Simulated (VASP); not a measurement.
Set up this calculation in VASP 6.6.1, as the native input.

```yaml
Task: single point
Functional: LDA
Potentials_or_basis: VASP PAW LDA potentials, release 64 (Au)
Cutoff: 520 eV
k_mesh: 13 × 13 × 13
Occupations: fermi-dirac, width 0.03 eV
Spin: no spin polarisation
Dipole_correction: no
Further_INCAR_settings: ALGO = Normal; EDIFF = 1e-06; NBANDS = 12
```

The structure of Au lies in POSCAR:

```
Au
1.0
    0.0000000000      2.0229622709      2.0229622709
    2.0229622709      0.0000000000      2.0229622709
    2.0229622709      2.0229622709      0.0000000000
Au
1
Direct
    0.0000000000      0.0000000000      0.0000000000
```

The input as run:

INCAR

```
PREC = Accurate
ENCUT = 520
EDIFF = 1E-6
ISMEAR = -1
SIGMA = 0.03
LREAL = F
LASPH = T
NELM = 80
ALGO = Normal
ISIF = 2
LWAVE = F
LCHARG = F
GGA = CA
NBANDS = 12
```

KPOINTS

```
regular mesh
0
Gamma
  13 13 13
```

Potentials or basis: VASP PAW LDA potentials, release 64 (Au).

Launch:

```bash
$ cat potpaw_LDA.64/Au/POTCAR > POTCAR
$ mpirun -np 1 vasp_std > vasp.out
```

It gave:

| Item | Value |
| --- | --- |
| Pressure | 0.4 GPa |

Wall time 14 s on 1 thread of Intel(R) Xeon(R) Platinum 8259CL CPU @ 2.50GHz (Skylake/Cascade Lake), on a shared host, peak memory 0.14 GiB.
